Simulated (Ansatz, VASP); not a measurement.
Two plane-wave programs on Si2W

The input INCAR:

```
  PREC = Accurate
  ENCUT = 520
  EDIFF = 1E-7
  ISMEAR = 0
  SIGMA = 0.15
  LREAL = False
  LASPH = True
  NELM = 60
  ALGO = Normal
  ISIF = 2
  LWAVE = False
  LCHARG = True
  GGA = PS
  LELF = True
  LVHAR = True
  NBANDS = 18
```

KPOINTS

```
Automatic mesh
0
Gamma
  20 20 20
```

POSCAR

```
Si2W
1.0
   -1.6012497811      1.6012497811      4.1032595776
    1.6012497811     -1.6012497811      4.1032595776
    1.6012497811      1.6012497811     -4.1032595776
Si W
2 1
Direct
    0.3344989450      0.3344989450      0.0000000000
    0.6655010550      0.6655010550      0.0000000000
    0.0000000000      0.0000000000      0.0000000000
```

Input for Ansatz:

```yaml
crystal:
  lattice:
    - [-1.6012497811, 1.6012497811, 4.1032595776]
    - [1.6012497811, -1.6012497811, 4.1032595776]
    - [1.6012497811, 1.6012497811, -4.1032595776]
  atoms:
    - { symbol: Si, position: [0.334498945, 0.334498945, 0.0] }
    - { symbol: Si, position: [0.665501055, 0.665501055, 0.0] }
    - { symbol: W, position: [0.0, 0.0, 0.0] }
basis:
  ecutwfc: 420
kpoints:
  mp_grid: { grid: [20, 20, 20] }
hamiltonian:
  xc: pbesol
scf:
  occupations: { method: gaussian, width: 0.15 }
output:
  forces: true
  stress: true
  eigenvalues: true
```

Change from the starting cell: strain +0.000 along x and y, +0.050 along z, atoms carried along.

Alike in both runs: task single point; functional PBEsol; k mesh 20 × 20 × 20; occupations gaussian, width 0.15 eV; no spin polarisation.

```csv
,VASP,Ansatz
version,VASP 6.6.1,Ansatz 0.2.0
potentials or method,"VASP PAW PBE potentials, release 64 (Si, W_sv), cutoff 520 eV","scalar-relativistic, plane waves, PAW"
valence electrons in the cell,22,22
```

Ansatz gave:

| Property | Result |
| --- | --- |
| gap on the k mesh at the Fermi level (eV) | none |
| pressure (GPa) | -10.5 |
| traceless stress, the component that is largest in VASP (GPa) | -11.72 |
| rms of the force components (eV/Å) | 0.085 |

Question: What did VASP give for the same quantities?

Answer: gap on the k mesh at the Fermi level (eV): none; pressure (GPa): -10.2; traceless stress, the component that is largest in VASP (GPa): -11.77; rms of the force components (eV/Å): 0.083.

VASP's potentials were made for PBE, not for PBEsol. Atom by atom the forces differ by 0.003 eV/Å (rms over components). A gap of «none» marks a metal or a gap that the smearing closes. With one functional, cell and mesh, what is left measures potentials, basis and numerics.

Spin-orbit coupling is off throughout.
